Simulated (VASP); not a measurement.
# BN (P3m1) in VASP: further runs

Runs on BN. Level: PBE. Tasks: single point.

Program: VASP 6.6.1. These are calculated values, not measurements. Logs are shortened: lines on timing, memory, paths and dates and some standing lists are left out, and cuts for length are marked.

### Step 1. The cell of the first run

Symmetry: P3m1, No. 156, trigonal system. Conventional cell: a = 2.563 Å, b = 2.563 Å, c = 12.406 Å, α = 90.00°, β = 90.00°, γ = 120.00°. B (site symmetry 3m) has 4 N at 1.57 Å within 2.1 Å. B (site symmetry 3m) has 4 N at 1.57 Å within 2.1 Å. Within 2.1 Å of B (site symmetry 3m) lie 4 N at 1.57 Å. Within 2.1 Å of B (site symmetry 3m) lie 4 N at 1.57 Å. Within 2.1 Å of B (site symmetry 3m) lie 4 N at 1.57 Å. B (site symmetry 3m) has 4 N at 1.42 to 1.57 Å within 1.9 Å. N (site symmetry 3m) has 4 B at 1.57 Å within 2.1 Å. N (site symmetry 3m) has 4 B at 1.57 Å within 2.1 Å.

### Step 2. Single point, PBE (the distance across one plane changed)

Contents of INCAR:

```
PREC = Accurate ; ENCUT = 520
EDIFF = 1E-7 ; ISMEAR = 0
SIGMA = 0.05 ; LREAL = False
LASPH = True ; NELM = 80
ALGO = Normal ; ISIF = 2
LWAVE = False ; LCHARG = True
GGA = PE ; LELF = True
LVHAR = True ; NBANDS = 36
```

Contents of KPOINTS:

```
regular mesh
0
Gamma
  10 10 2
```

Contents of POSCAR:

```
BN
1.0
    1.8123485118     -1.8123485118      0.0000000000
    1.8123485118      0.0000000000     -1.8123485118
    7.1627915070      7.1627915070      7.1627915070
B N
6 6
Direct
    1.0000000000      0.0000000000      0.4005854646
    0.3333333333      0.3333333333      0.2319036958
    0.6666666667      0.6666666667      0.5692672335
    1.0000000000      1.0000000000      0.9066307712
    0.3333333333      0.3333333333      0.7379490023
    0.6666666667      0.6666666667      0.0632219270
    0.6666666667      0.6666666667      0.4427559069
    0.0000000000      0.0000000000      0.2740741380
    0.3333333333      0.3333333333      0.6114376757
    0.6666666667      0.6666666667      0.9488012134
    0.0000000000      0.0000000000      0.7801194445
    0.3333333333      0.3333333333      0.1053923692
```

Potentials or basis: VASP PAW PBE potentials, release 64 (B, N).

Command:

```
$ cat potpaw_PBE.64/B/POTCAR potpaw_PBE.64/N/POTCAR > POTCAR
$ mpirun -np 1 vasp_std > vasp.out
```

OUTCAR:

```text
PREC = Accurate
   ENCUT = 520
   EDIFF = 1E-7
   ISMEAR = 0
   LREAL = False
   LASPH = True
   NELM = 80
   ISIF = 2
   GGA = PE

 ion  position               nearest neighbor table
   1  0.000  0.000  0.401-   8 1.57   7 1.57   7 1.57   7 1.57
   2  0.333  0.333  0.232-  12 1.57   8 1.57   8 1.57   8 1.57
   3  0.667  0.667  0.569-   7 1.57   9 1.57   9 1.57   9 1.57
   4  0.000  0.000  0.907-  10 1.57  10 1.57  10 1.57  11 1.57
   5  0.333  0.333  0.738-   9 1.57  11 1.57  11 1.57  11 1.57
   6  0.667  0.667  0.063-  10 1.42  12 1.57  12 1.57  12 1.57
   7  0.667  0.667  0.443-   3 1.57   1 1.57   1 1.57   1 1.57
   8  0.000  0.000  0.274-   1 1.57   2 1.57   2 1.57   2 1.57
   9  0.333  0.333  0.611-   5 1.57   3 1.57   3 1.57   3 1.57
  10  0.667  0.667  0.949-   6 1.42   4 1.57   4 1.57   4 1.57
  11  0.000  0.000  0.780-   5 1.57   5 1.57   5 1.57   4 1.57
  12  0.333  0.333  0.105-   2 1.57   6 1.57   6 1.57   6 1.57

  LATTYP: Found a hexagonal cell.
 ALAT       =     2.5630478451
 C/A-ratio  =     4.8404554124

  Lattice vectors:

 A1 = (  -1.8123485118,   0.0000000000,   1.8123485118)
 A2 = (   1.8123485118,  -1.8123485118,   0.0000000000)
 A3 = (   7.1627915070,   7.1627915070,   7.1627915070)

Analysis of symmetry for initial positions (statically):
=====================================================================
 Subroutine PRICEL returns:
 Original cell was already a primitive cell.

 Routine SETGRP: Setting up the symmetry group for a
 hexagonal supercell.

 Subroutine GETGRP returns: Found  6 space group operations
 (whereof  6 operations were pure point group operations)
 out of a pool of 24 trial point group operations.

The static configuration has the point symmetry C_3v.

Analysis of symmetry for dynamics (positions and initial velocities):
=====================================================================
 Subroutine PRICEL returns:
 Original cell was already a primitive cell.

 Routine SETGRP: Setting up the symmetry group for a
 hexagonal supercell.

 Subroutine GETGRP returns: Found  6 space group operations
 (whereof  6 operations were pure point group operations)
 out of a pool of 24 trial point group operations.

The dynamic configuration has the point symmetry C_3v.

 Subroutine INISYM returns: Found  6 space group operations
 (whereof  6 operations are pure point group operations),
 and found     1 'primitive' translations

----------------------------------------------------------------------------------------

                                     Primitive cell

  volume of cell :      70.5809

  direct lattice vectors                    reciprocal lattice vectors
     1.812348512 -1.812348512  0.000000000     0.183923418 -0.367846836  0.183923418
     1.812348512  0.000000000 -1.812348512     0.183923418  0.183923418 -0.367846836
     7.162791507  7.162791507  7.162791507     0.046536791  0.046536791  0.046536791

  length of vectors
     2.563047845  2.563047845 12.406318814     0.450518526  0.450518526  0.080604087

  position of ions in fractional coordinates (direct lattice)
     0.000000000  0.000000000  0.400585465
     0.333333333  0.333333333  0.231903696
     0.666666667  0.666666667  0.569267233
     0.000000000  0.000000000  0.906630771
     0.333333333  0.333333333  0.737949002
     0.666666667  0.666666667  0.063221927
     0.666666667  0.666666667  0.442755907
     0.000000000  0.000000000  0.274074138
     0.333333333  0.333333333  0.611437676
     0.666666667  0.666666667  0.948801213
     0.000000000  0.000000000  0.780119445
     0.333333333  0.333333333  0.105392369

  ion indices of the primitive-cell ions
   primitive index   ion index
                 1           1
                 2           2
                 3           3
                 4           4
                 5           5
                 6           6
                 7           7
                 8           8
                 9           9
                10          10
                11          11
                12          12

----------------------------------------------------------------------------------------

 KPOINTS: regular mesh

Automatic generation of k-mesh.
 Grid dimensions read from file:
 generate k-points for:   10   10    2

 Generating k-lattice:

  Cartesian coordinates                     Fractional coordinates (reciprocal lattice)
     0.018392342 -0.036784684  0.018392342     0.100000000  0.000000000  0.000000000
     0.018392342  0.018392342 -0.036784684     0.000000000  0.100000000  0.000000000
     0.023268396  0.023268396  0.023268396     0.000000000  0.000000000  0.500000000

  Length of vectors
     0.045051853  0.045051853  0.040302043

  Shift w.r.t. Gamma in fractional coordinates (k-lattice)
     0.000000000  0.000000000  0.000000000

 Subroutine IBZKPT returns following result:
 ===========================================

 Found     28 irreducible k-points:

 Following reciprocal coordinates:
            Coordinates               Weight
  0.000000  0.000000  0.000000      1.000000
  0.100000  0.000000  0.000000      6.000000
  0.200000  0.000000  0.000000      6.000000
  0.300000  0.000000  0.000000      6.000000
  0.400000  0.000000  0.000000      6.000000
  0.500000  0.000000  0.000000      3.000000
[... 16 lines left out ...]
  0.400000  0.100000  0.500000     12.000000
  0.500000  0.100000  0.500000     12.000000
 [... further k-points ...]
   k-points           NKPTS =     28   k-points in BZ     NKDIM =     28   number of bands    NBANDS=     36
   number of dos      NEDOS =    301   number of ions     NIONS =     12
   total plane-waves  NPLWV =  38400
   dimension x,y,z NGX =    20 NGY =   20 NGZ =   96
   dimension x,y,z NGXF=    40 NGYF=   40 NGZF=  192
   ions per type =               6   6
   NGX,Y,Z   is equivalent  to a cutoff of  12.97, 12.97, 12.86 a.u.
   NGXF,Y,Z  is equivalent  to a cutoff of  25.95, 25.95, 25.73 a.u.
 SYSTEM =  unknown system
   PREC   = accura    normal or accurate (medium, high low for compatibility)
   ISTART =      0    job   : 0-new  1-cont  2-samecut
   ICHARG =      2    charge: 1-file 2-atom 10-const
   ISPIN  =      1    spin polarized calculation?
   LNONCOLLINEAR =      F non collinear calculations
   LSORBIT =      F    spin-orbit coupling
   LASPH  =      T    aspherical Exc in radial PAW
   ENCUT  =  520.0 eV  38.22 Ry    6.18 a.u.   4.77  4.77 23.07*2*pi/ulx,y,z
   NELM   =     80;   NELMIN=  2; NELMDL= -5     # of ELM steps
   EDIFF  = 0.1E-06   stopping-criterion for ELM
   LREAL  =      F    real-space projection
   EDIFFG = 0.1E-05   stopping-criterion for IOM
   NSW    =      0    number of steps for IOM
   IBRION =     -1    ionic relax: 0-MD 1-quasi-New 2-CG
   NFREE  =      0    steps in history (QN), initial steepest desc. (CG)
   ISIF   =      2    stress and relaxation
   ISYM   =      2    0-nonsym 1-usesym 2-fastsym
   POTIM  = 0.5000    time-step for ionic-motion
   TEBEG  =    0.0;   TEEND  =   0.0 temperature during run
   PSTRESS=    0.0 pullay stress
   NELECT =      48.0000    total number of electrons
   NUPDOWN=      -1.0000    fix difference up-down
   EMIN   =  10.00;   EMAX   =-10.00  energy-range for DOS
   EFERMI =   0.00;   METHOD = LEGACY
   ISMEAR =     0;   SIGMA  =   0.05  broadening in eV -4-tet -1-fermi 0-gaus
   EFERMI_NEDOS =   21; number of points for ismear=-14 and -15
   IALGO  =     38    algorithm
   IMIX   =      4    mixing-type and parameters
     AMIX     =   0.40;   BMIX     =  1.00
     AMIX_MAG =   1.60;   BMIX_MAG =  1.00
  volume/ion in A,a.u.               =       5.88        39.69
  Fermi-wavevector in a.u.,A,eV,Ry     =   1.439659  2.720561 28.199673  2.072617
  Thomas-Fermi vector in A             =   2.558490
   LORBIT       =      0    0 simple, 1 ext, 2 COOP (PROOUT), +10 PAW based schemes
   GGA     = PE    functional components
   LHFCALC =     F    Hartree Fock is set to
   AEXX    =    0.0000 exact exchange contribution
   IVDW    =     0    specifies the selected vdW correction
   LEPSILON=     F    determine dielectric tensor
   LRPA    =     F    only Hartree local field effects (RPA)
 non-spin polarized calculation
 Gauss-broadening in eV      SIGMA  =   0.05
  energy-cutoff  :      520.00
  volume of cell :       70.58
 maximum number of plane-waves:      1920
   NGX =  9   NGY =  9   NGZ = 47

 number of electron      48.0000001 magnetization

 Free energy of the ion-electron system (eV)
  ---------------------------------------------------
  ext. energy  EPLUGINS =         0.00000000
  ---------------------------------------------------
  free energy    TOTEN  =      -104.39781481 eV

  energy without entropy =     -104.39781481  energy(sigma->0) =     -104.39781481

 E-fermi :   7.8166     XC(G=0): -12.8392

 val. band max:        7.5603302471   @ k =   0.0000   0.0000   0.0000
 cond. band min:      11.8610987285   @ k =   0.5000   0.0000   0.0000
 fundamental gap:      4.3007684814
 Fermi energy:         7.8166450861

 k-point     1 :       0.0000    0.0000    0.0000
  band No.  band energies     occupation
      1     -13.0300      2.00000
      2     -12.2673      2.00000
      3     -11.9604      2.00000
      4     -10.3606      2.00000
      5     -10.0777      2.00000
      6      -8.4398      2.00000
[... 28 lines left out ...]
     35      17.3419      0.00000
     36      17.6231      0.00000

 k-point     2 :       0.1000    0.0000    0.0000
  band No.  band energies     occupation
      1     -12.8165      2.00000
      2     -12.0567      2.00000
      3     -11.7502      2.00000
      4     -10.1688      2.00000
      5      -9.8867      2.00000
      6      -8.2817      2.00000
[... 850 lines left out ...]
 k-point    24 :       0.5000    0.1000    0.5000
  band No.  band energies     occupation
      1      -9.2375      2.00000
      2      -8.6471      2.00000
      3      -8.3091      2.00000
      4      -7.7837      2.00000
      5      -7.5482      2.00000
      6      -7.0073      2.00000
[... 28 lines left out ...]
     35      18.9352      0.00000
     36      19.6953      0.00000

 [... further k-points ...]

------------------------ aborting loop because EDIFF is reached ----------------------------------------

  FORCE on cell =-STRESS in cart. coord.  units (eV):
  Direction    XX          YY          ZZ          XY          YZ          ZX
  --------------------------------------------------------------------------------------
  -------------------------------------------------------------------------------------
  Total        2.7428778      2.7428778      2.7428778      2.2003410      2.2003410      2.2003410
  in kB       62.2629996     62.2629996     62.2629996     49.9474798     49.9474798     49.9474798
  external PRESSURE =      62.2629996 kB  Pullay stress =       0.0000000 kB

 VOLUME and BASIS-vectors are now :
 -----------------------------------------------------------------------------
  energy-cutoff  :      520.00
  volume of cell :       70.58
      direct lattice vectors                 reciprocal lattice vectors
     1.812348512 -1.812348512  0.000000000     0.183923418 -0.367846836  0.183923418
     1.812348512  0.000000000 -1.812348512     0.183923418  0.183923418 -0.367846836
     7.162791507  7.162791507  7.162791507     0.046536791  0.046536791  0.046536791

 POSITION                                       TOTAL-FORCE (eV/Angst)
 -----------------------------------------------------------------------------------
      2.86931      2.86931      2.86931        -0.082455     -0.082455     -0.082455
      2.86931      1.05696      1.05696        -0.091315     -0.091315     -0.091315
      6.49401      2.86931      2.86931        -0.082040     -0.082040     -0.082040
      6.49401      6.49401      6.49401        -0.462641     -0.462641     -0.462641
      6.49401      4.68166      4.68166        -0.085224     -0.085224     -0.085224
      2.86931     -0.75539     -0.75539         2.162100      2.162100      2.162100
      5.58783      1.96314      1.96314         0.082158      0.082158      0.082158
      1.96314      1.96314      1.96314         0.085116      0.085116      0.085116
      5.58783      3.77548      3.77548         0.082510      0.082510      0.082510
      9.21253      5.58783      5.58783        -2.264605     -2.264605     -2.264605
      5.58783      5.58783      5.58783         0.092012      0.092012      0.092012
      1.96314      0.15079      0.15079         0.564386      0.564386      0.564386
 -----------------------------------------------------------------------------------
    total drift:                               -0.000155     -0.000154     -0.000154

  FREE ENERGIE OF THE ION-ELECTRON SYSTEM (eV)
  ---------------------------------------------------
  free  energy   TOTEN  =      -104.3978148109 eV

  energy  without entropy=     -104.3978148109  energy(sigma->0) =     -104.39781481
```

It took 50 s on 1 thread of Intel Xeon Platinum 8559C (Emerald Rapids), shared host; peak memory 0.2 GiB.

Results:

| Item | Value |
| --- | --- |
| Free energy | -104.3978 eV |
| Pressure | 6.2 GPa |
| Largest force | 3.922 eV/Å |
| Band gap on the k mesh | 4.30 eV |

Forces on the atoms (eV/Å):
```
B   -0.082 -0.082 -0.082
B   -0.091 -0.091 -0.091
B   -0.082 -0.082 -0.082
B   -0.463 -0.463 -0.463
B   -0.085 -0.085 -0.085
B    2.162  2.162  2.162
N    0.082  0.082  0.082
N    0.085  0.085  0.085
N    0.083  0.083  0.083
N   -2.265 -2.265 -2.265
N    0.092  0.092  0.092
N    0.564  0.564  0.564
```

Levels at points of the mesh, in eV from the valence-band top:
| k point | band 22 | band 23 | band 24 | band 25 | band 26 | band 27 |
| --- | --- | --- | --- | --- | --- | --- |
| (0.00, 0.00, 0.00) | -0.14 | 0.00 | 0.00 | 8.50 | 8.50 | 8.57 |
| (0.50, 0.00, 0.00) | -2.84 | -2.04 | -1.90 | 4.30 | 5.96 | 6.24 |
| (0.00, 0.00, 0.50) | -0.39 | -0.08 | -0.08 | 8.51 | 8.65 | 8.65 |
| (0.50, 0.00, 0.50) | -2.41 | -2.40 | -2.06 | 4.70 | 5.05 | 7.28 |

Caveat: the cell differs from its parent crystal (the distance across one plane changed); the cell stands under pressure; forces of over 1 eV/Å act on the atoms, so gaps and moduli don't describe the material at rest.

### Step 3. Single point, PBE (the distance across one plane changed)

Contents of INCAR:

```
SYSTEM = BN
PREC = Accurate
ENCUT = 520
EDIFF = 1E-6
ISMEAR = 0
SIGMA = 0.05
LREAL = .FALSE.
LASPH = .TRUE.
NELM = 80
ALGO = Normal
ISIF = 2
LWAVE = .FALSE.
LCHARG = .FALSE.
GGA = PE
NBANDS = 36
```

Contents of KPOINTS:

```
Automatic mesh
0
G
  10 10 2
  0 0 0
```

Contents of POSCAR:

```
BN
1.0
    1.8123485118     -1.8123485118      0.0000000000
    1.8123485118      0.0000000000     -1.8123485118
    7.3937316147      7.3937316147      7.3937316147
B N
6 6
Direct
    1.0000000000      0.0000000000      0.3880733456
    0.3333333333      0.3333333333      0.2246602811
    0.6666666667      0.6666666667      0.5514864101
    1.0000000000      1.0000000000      0.8783125391
    0.3333333333      0.3333333333      0.7148994746
    0.6666666667      0.6666666667      0.0612472166
    0.6666666667      0.6666666667      0.4289266117
    0.0000000000      0.0000000000      0.2655135472
    0.3333333333      0.3333333333      0.5923396762
    0.6666666667      0.6666666667      0.9191658052
    0.0000000000      0.0000000000      0.7557527407
    0.3333333333      0.3333333333      0.1021004827
```

Potentials or basis: VASP PAW PBE potentials, release 64 (B, N).

Command:

```
$ cat potpaw_PBE.64/B/POTCAR potpaw_PBE.64/N/POTCAR > POTCAR
$ mpirun -np 1 vasp_std > vasp.out
```

Run time: 47 s. Hardware: 1 thread of Intel Xeon Platinum 8559C (Emerald Rapids), shared host; peak memory 0.2 GiB.

Results (log left out):

* Free energy: -104.2752 eV
* Pressure: -4.5 GPa
* Largest force: 1.898 eV/Å
* Band gap on the k mesh: 4.00 eV

Forces in eV/Å, atoms in the order of the input:
```
B    0.130  0.130  0.130
B    0.155  0.155  0.155
B    0.129  0.129  0.129
B    0.620  0.620  0.620
B    0.134  0.134  0.134
B   -1.050 -1.050 -1.050
N   -0.129 -0.129 -0.129
N   -0.135 -0.135 -0.135
N   -0.130 -0.130 -0.130
N    1.096  1.096  1.096
N   -0.153 -0.153 -0.153
N   -0.666 -0.666 -0.666
```

Stress tensor (GPa, compression positive):
```
-4.52 -3.65 -3.65
-3.65 -4.52 -3.65
-3.65 -3.65 -4.52
```

Levels at points of the mesh, in eV from the valence-band top:
```tsv
k point	band 21	band 22	band 23	band 24	band 25	band 26	band 27	band 28
(0.00, 0.00, 0.00)	-0.67	-0.21	0.00	0.00	7.13	8.43	8.43	8.78
(0.50, 0.00, 0.00)	-3.32	-2.93	-2.08	-1.97	4.00	5.66	6.06	7.96
(0.00, 0.00, 0.50)	-0.59	-0.59	-0.02	-0.02	7.25	8.50	8.50	8.74
(0.50, 0.00, 0.50)	-2.87	-2.71	-2.24	-2.15	4.32	4.89	6.94	7.35
```

Caveat: the cell differs from its parent crystal (the distance across one plane changed); the cell stands under tension; forces of over 1 eV/Å act on the atoms, so gaps and moduli don't describe the material at rest.
